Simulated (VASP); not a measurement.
Write the native input for VASP 6.6.1 that does the following.

```yaml
Task: relaxation of cell and atoms
Functional: PBE
Potentials_or_basis: VASP PAW PBE potentials, release 64 (Sn_d, Se)
Cutoff: 600 eV
k_mesh: 8 × 8 × 8
Occupations: gaussian, width 0.1 eV
Spin: no spin polarisation
Dipole_correction: no
Further_INCAR_settings: ALGO = Normal; EDIFF = 1e-06; IBRION = 2; EDIFFG = -0.01; NSW = 100; ISIF = 3
```

The structure of SnSe5 lies in POSCAR:

```
SnSe5
1.0
    0.0000000000      4.1202938405      4.1202938405
    4.1202938405      0.0000000000      4.1202938405
    4.1202938405      4.1202938405      0.0000000000
Sn Se
1 5
Direct
    0.0000000000      0.0000000000      0.0000000000
    0.6209626751      0.6209626751      0.6209626751
    0.1371119746      0.6209626751      0.6209626751
    0.6209626751      0.6209626751      0.1371119746
    0.6209626751      0.1371119746      0.6209626751
    0.2500000000      0.2500000000      0.2500000000
```

The cell was built from a structure type or drawn by symmetry, and may not be a known phase.

These files were run (other wordings do the same):

INCAR

```
PREC = Accurate
ENCUT = 600
EDIFF = 1E-6
ISMEAR = 0
SIGMA = 0.1
LREAL = F
LASPH = T
NELM = 80
ALGO = Normal
ISIF = 3
LWAVE = F
LCHARG = F
GGA = PE
IBRION = 2
NSW = 100
EDIFFG = -0.01
```

KPOINTS

```
regular mesh
0
Gamma
  8 8 8
```

Potentials or basis: VASP PAW PBE potentials, release 64 (Sn_d, Se).

Command:

```sh
$ cat potpaw_PBE.64/Sn_d/POTCAR potpaw_PBE.64/Se/POTCAR > POTCAR
$ mpirun -np 1 vasp_std > vasp.out
```

It gave:

| Quantity | Value |
| --- | --- |
| Relaxed volume | 22.90 Å³/atom |
| Relaxed cell | a = 5.792 Å, b = 5.792 Å, c = 5.792 Å, α = 60.00°, β = 60.00°, γ = 60.00° |
| Space group after relaxing (to 0.1 Å) | F-43m (No. 216) |
| Energy gained by relaxing | 2.0 meV/atom |
| Ionic steps | 5 |
| Pressure after relaxing | 0.1 GPa |
| Band gap on the k mesh | zero (bands 22 and 23 overlap by 1.59 eV) |

Caveat: spin-orbit coupling is left out, which moves the levels of the heavy elements.

Wall time 4.9 min on 1 thread of AMD EPYC 9R45 96-Core Processor (Zen 5), with other jobs on the host, peak memory 0.38 GiB.
